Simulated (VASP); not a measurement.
**SnTe: single point with PBE**

The system is SnTe.

```
Sn Te
1.0
     0.00000    3.10827    3.10827
     3.10827    0.00000    3.10827
     3.10827    3.10827    0.00000
Sn Te
1 1
Direct
  0.00000 0.00000 0.00000
  0.50000 0.50000 0.50000
```

```json
{
 "Program": "VASP 6.6.1",
 "Task": "single point",
 "Functional": "PBE",
 "Potentials or basis": "VASP PAW PBE potentials, release 64 (Sn_d, Te)",
 "Cutoff": "500 eV",
 "k mesh": "6 × 6 × 6",
 "Occupations": "gaussian, width 0.01 eV",
 "Spin": "no spin polarisation",
 "Dipole correction": "no",
 "Further INCAR settings": "ALGO = Normal; EDIFF = 1e-06; NBANDS = 17"
}
```

```json
{
 "Pressure": "4.5 GPa",
 "Band gap on the k mesh": "0.22 eV"
}
```

Levels at points of the mesh, in eV from the valence-band top:
| k point | band 7 | band 8 | band 9 | band 10 | band 11 | band 12 | band 13 | band 14 |
| --- | --- | --- | --- | --- | --- | --- | --- | --- |
| (0.00, 0.00, 0.00) | -4.49 | -2.24 | -2.24 | -2.24 | 3.45 | 3.45 | 3.45 | 4.69 |
| (0.50, 0.00, 0.00) | -8.55 | -1.89 | -1.89 | 0.00 | 0.22 | 0.32 | 0.32 | 7.90 |
| (0.50, 0.50, 0.00) | -6.49 | -5.86 | -3.93 | -3.93 | 2.02 | 5.15 | 5.15 | 6.72 |

Wall time 11 s on 1 thread of Intel(R) Xeon(R) Platinum 8259CL CPU @ 2.50GHz (Skylake/Cascade Lake), with other jobs on the host, peak memory 0.17 GiB.

Caveat: the cell stands under pressure; semilocal functionals underestimate gaps, and a narrow one can read as zero; spin-orbit coupling is left out, which moves the levels of the heavy elements. A k mesh can miss the band edges.
